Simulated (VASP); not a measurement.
# Mg12H (a cell with a defect) in VASP: a series of runs, part 2 of 2

VASP 6.6.1. The steps go on from the part before.

## (4) Single point, PBE

File INCAR:

```
SYSTEM = Mg12H
ALGO = Normal
EDIFF = 1E-6
ENCUT = 520
GGA = PE
ISIF = 2
ISMEAR = 0
LASPH = .True.
LCHARG = .True.
LELF = .True.
LREAL = .False.
LVHAR = .True.
LWAVE = .False.
NBANDS = 24
NELM = 80
PREC = Accurate
SIGMA = 0.05
```

File KPOINTS:

```
k-points
0
Gamma
  3 2 3
  0 0 0
```

File POSCAR:

```
Mg12H
1.0
    6.4200000000      0.0000000000      0.0000000000
   -4.8150000000      8.3398250000      0.0000000000
    0.0000000000      0.0000000000      5.2130400000
Mg H
12 1
Direct
    0.0006783749     -0.0008383869     -0.0033590765
    0.1685946803      0.2230718270      0.5041235057
    0.0012931197      0.3344512625      0.0020943634
    0.1672736972      0.5551690833      0.5014647883
    0.0011487042      0.6673004529      0.0029992097
    0.1684079672      0.8894563135      0.5017770821
    0.4982875370     -0.0006944990     -0.0042591271
    0.6658872730      0.2231213485      0.5032399521
    0.4982519229      0.3325988255     -0.0016669736
    0.6656262315      0.5551369483      0.4973343769
    0.4994114456      0.6670823429     -0.0015643463
    0.6656388265      0.8879776254      0.4975977549
    0.3366399144      0.1143267395      0.2482637770
```

Potentials or basis: VASP PAW PBE potentials, release 64 (Mg, H).

On the command line:

```bash
$ cat potpaw_PBE.64/Mg/POTCAR potpaw_PBE.64/H/POTCAR > POTCAR
$ mpirun -np 1 vasp_std > vasp.out
```

OUTCAR:

```text
SYSTEM = Mg12H
   EDIFF = 1E-6
   ENCUT = 520
   GGA = PE
   ISIF = 2
   ISMEAR = 0
   LASPH = .True.
   LREAL = .False.
   NELM = 80
   PREC = Accurate

 ion  position               nearest neighbor table
   1  0.001  0.999  0.997-   6 3.17   2 3.17   7 3.19   5 3.20  12 3.20   9 3.20  12 3.21  11 3.21
                             6 3.22   7 3.23   3 3.23   2 3.24
   2  0.169  0.223  0.504-   9 3.16   1 3.17   8 3.19   3 3.19  10 3.19   4 3.20   3 3.21   9 3.21
                             6 3.21   8 3.23  12 3.23   1 3.24
   3  0.001  0.334  0.002-   4 3.19   2 3.19   4 3.19   9 3.20   8 3.20  11 3.20   5 3.21   8 3.21
                             2 3.21   9 3.22   1 3.23   7 3.23
   4  0.167  0.555  0.501-  11 3.18   3 3.19   3 3.19   5 3.19  10 3.20  12 3.20   2 3.20  11 3.21
                             5 3.21   8 3.21   6 3.22  10 3.22
   5  0.001  0.667  0.003-  10 3.18   6 3.19   7 3.19   4 3.19   1 3.20  11 3.20   6 3.20   3 3.21
                             4 3.21  11 3.22   9 3.23  10 3.23
   6  0.168  0.889  0.502-   7 3.16   1 3.17   5 3.19  12 3.20   5 3.20   8 3.20   2 3.21   7 3.21
                             4 3.22   1 3.22  12 3.22  10 3.22
[... 504 lines left out ...]

  FORCE on cell =-STRESS in cart. coord.  units (eV):
  Direction    XX          YY          ZZ          XY          YZ          ZX
  --------------------------------------------------------------------------------------
  -------------------------------------------------------------------------------------
  Total       -0.4151703     -0.1769310     -2.4479744      0.3515412      0.1674245      0.0825233
  in kB       -2.3831634     -1.0156204    -14.0518798      2.0179195      0.9610514      0.4737007
  external PRESSURE =      -5.8168878 kB  Pullay stress =       0.0000000 kB

 VOLUME and BASIS-vectors are now :
 -----------------------------------------------------------------------------
  energy-cutoff  :      520.00
  volume of cell :      279.11
      direct lattice vectors                 reciprocal lattice vectors
     6.420000000  0.000000000  0.000000000     0.155763240  0.089929945  0.000000000
    -4.815000000  8.339825000  0.000000000     0.000000000  0.119906593  0.000000000
     0.000000000  0.000000000  5.213040000     0.000000000  0.000000000  0.191826650

 POSITION                                       TOTAL-FORCE (eV/Angst)
 -----------------------------------------------------------------------------------
     -4.80661      8.33283      5.19553        -0.000587     -0.004765      0.006919
      0.00829      1.86038      2.62802        -0.006295      0.001562     -0.002381
     -1.60208      2.78927      0.01092         0.001673      0.011492      0.002563
     -1.59924      4.63001      2.61416         0.006897     -0.005030      0.001545
     -3.20568      5.56517      0.01564         0.005749      0.005671      0.019051
     -3.20155      7.41791      2.61578         0.000062      0.009659     -0.015332
     -1.61265      8.33403      5.19084         0.005754     -0.000701      0.002902
      3.20067      1.86079      2.62341         0.003162      0.006574     -0.005919
      1.59731      2.77382      5.20435         0.000183     -0.002828      0.010523
      1.60034      4.62974      2.59262        -0.005728     -0.004567     -0.017859
     -0.00578      5.56335      5.20489        -0.007241      0.005088     -0.001901
     -0.00221      7.40558      2.59400        -0.001468     -0.010915     -0.003663
      1.61074      0.95347      1.29421        -0.002161     -0.011241      0.003551
 -----------------------------------------------------------------------------------
    total drift:                                0.000000      0.000005     -0.000023

  FREE ENERGIE OF THE ION-ELECTRON SYSTEM (eV)
  ---------------------------------------------------
  free  energy   TOTEN  =       -20.7169167944 eV

  energy  without entropy=      -20.7041867850  energy(sigma->0) =      -20.71055179
```

OSZICAR:

```text
N       E                     dE             d eps       ncg     rms          rms(c)
DAV:   1     0.192611829921E+02    0.19261E+02   -0.73032E+03   480   0.743E+02
DAV:   2    -0.191079194635E+02   -0.38369E+02   -0.36191E+02   584   0.861E+01
DAV:   3    -0.211103003219E+02   -0.20024E+01   -0.19573E+01   616   0.167E+01
DAV:   4    -0.211333401217E+02   -0.23040E-01   -0.23020E-01   600   0.200E+00
DAV:   5    -0.211335871137E+02   -0.24699E-03   -0.24699E-03   584   0.235E-01    0.354E+00
DAV:   6    -0.208012813544E+02    0.33231E+00   -0.42968E-01   648   0.232E+00    0.189E+00
DAV:   7    -0.207285675427E+02    0.72714E-01   -0.33629E-01   592   0.190E+00    0.725E-01
DAV:   8    -0.207207678015E+02    0.77997E-02   -0.43297E-02   584   0.905E-01    0.391E-01
DAV:   9    -0.207170740884E+02    0.36937E-02   -0.45232E-03   632   0.300E-01    0.689E-02
DAV:  10    -0.207169145076E+02    0.15958E-03   -0.10278E-03   600   0.135E-01    0.160E-02
DAV:  11    -0.207169128076E+02    0.17000E-05   -0.11436E-04   600   0.418E-02    0.118E-02
DAV:  12    -0.207169165245E+02   -0.37169E-05   -0.14124E-05   584   0.172E-02    0.243E-03
DAV:  13    -0.207169167944E+02   -0.26989E-06   -0.28986E-06   552   0.725E-03
   1 F= -.20716917E+02 E0= -.20710552E+02  d E =-.127300E-01
```

It took 48 s on 1 thread of AMD EPYC 9R45 (Zen 5), shared host; peak memory 0.35 GiB.

Results:

| Quantity | Value |
| --- | --- |
| Free energy | -20.7169 eV |
| Pressure | -0.6 GPa |
| Largest force | 0.021 eV/Å |
| Band gap on the k mesh | zero (an odd number of electrons rules out a gap without spin polarisation) |

Forces on the atoms (eV/Å):
```
Mg  -0.001 -0.005  0.007
Mg  -0.006  0.002 -0.002
Mg   0.002  0.011  0.003
Mg   0.007 -0.005  0.002
Mg   0.006  0.006  0.019
Mg   0.000  0.010 -0.015
Mg   0.006 -0.001  0.003
Mg   0.003  0.007 -0.006
Mg   0.000 -0.003  0.011
Mg  -0.006 -0.005 -0.018
Mg  -0.007  0.005 -0.002
Mg  -0.001 -0.011 -0.004
H   -0.002 -0.011  0.004
```

Stress tensor (GPa, compression positive):
```
-0.24  0.20  0.05
 0.20 -0.10  0.10
 0.05  0.10 -1.41
```

Levels at points of the mesh, in eV from the Fermi level:
| k point | band 11 | band 12 | band 13 | band 14 | band 15 | band 16 |
| --- | --- | --- | --- | --- | --- | --- |
| (0.00, 0.00, 0.00) | -0.09 | 0.14 | 0.38 | 0.58 | 0.64 | 1.33 |
| (0.00, 0.50, 0.00) | -0.75 | -0.62 | -0.24 | -0.09 | 1.13 | 1.84 |

Caveat: the k points lie up to 0.40 Å⁻¹ apart, too coarse for converged energies and pressures of a metal.
